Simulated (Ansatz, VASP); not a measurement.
Two plane-wave programs on HfO2

Contents of POSCAR:

```
HfO2
1.0
    0.0000000000      2.4598827226      2.5291823181
    2.5291823181      0.0000000000      2.5291823181
    2.5291823181      2.4598827226      0.0000000000
Hf O
1 2
Direct
    0.0000000000      0.0000000000      0.0000000000
    0.2500000000      0.2500000000      0.2500000000
    0.7500000000      0.7500000000      0.7500000000
```

Contents of INCAR.step1:

```
  PREC = Accurate
  ENCUT = 520
  ISMEAR = 0
  SIGMA = 0.01
  LREAL = F
  LASPH = T
  NELM = 60
  NBANDS = 18
  GGA = PE
  ALGO = Normal
  EDIFF = 1E-4
  LWAVE = T
  LCHARG = F
```

INCAR.step2

```
  PREC = Accurate
  ENCUT = 520
  EDIFF = 1E-7
  ISMEAR = 0
  SIGMA = 0.01
  LREAL = F
  LASPH = T
  NELM = 60
  ALGO = Normal
  ISIF = 2
  LWAVE = F
  LCHARG = F
  METAGGA = R2SCAN
  LMIXTAU = T
  NBANDS = 18
  ISTART = 1
```

The input KPOINTS:

```
Automatic mesh
0
Gamma
  8 8 8
```

Input for Ansatz:

```yaml
crystal:
  lattice:
    - [0.0, 2.4598827226, 2.5291823181]
    - [2.5291823181, 0.0, 2.5291823181]
    - [2.5291823181, 2.4598827226, 0.0]
  atoms:
    - { symbol: Hf, position: [0.0, 0.0, 0.0] }
    - { symbol: O, position: [0.25, 0.25, 0.25] }
    - { symbol: O, position: [0.75, 0.75, 0.75] }
kpoints:
  mp_grid: { grid: [8, 8, 8] }
  band_path:
    path:
      - [0.0, 0.0, 0.0]
      - [0.5, 0.0, 0.5]
      - [0.625, 0.25, 0.625]
      - [0.375, 0.375, 0.75]
      - [0.5, 0.5, 0.5]
      - [0.5, 0.25, 0.75]
    npoints: 1
hamiltonian:
  xc: r2scan
scf:
  occupations: { method: fixed }
  n_extra_bands: 4
output:
  forces: true
  stress: true
  eigenvalues: true
```

Change from the starting cell: uniaxial_y strain -2.7%.

Alike in both runs: task single point; functional r2SCAN; k mesh 8 × 8 × 8; no spin polarisation.

|  | VASP | Ansatz |
| --- | --- | --- |
| version | VASP 6.6.1 | Ansatz 0.2.0 |
| potentials or method | VASP PAW PBE potentials, release 64 (Hf_pv, O) | plane waves, PAW |
| plane-wave cutoff (eV) | 520 | 500 |
| occupations | gaussian, width 0.01 eV | fixed |
| valence electrons in the cell | 22 | 38 |

```csv
,VASP,Ansatz,Ansatz less VASP
gap on the k mesh at the Fermi level (eV),4.12,4.11,-0.004
pressure (GPa),3.8,8.0,+4.26
"traceless stress, the component that is largest in VASP (GPa)",9.60,9.43,-0.169
```

VASP's potentials were made for PBE, not for r2SCAN. One of these differences is far larger than is usual between the two programs; its cause wasn't traced. VASP's potentials hold 22 valence electrons a cell and Ansatz's 38, so a difference there can come from the potentials and not from the codes.

Spin-orbit coupling is off throughout.
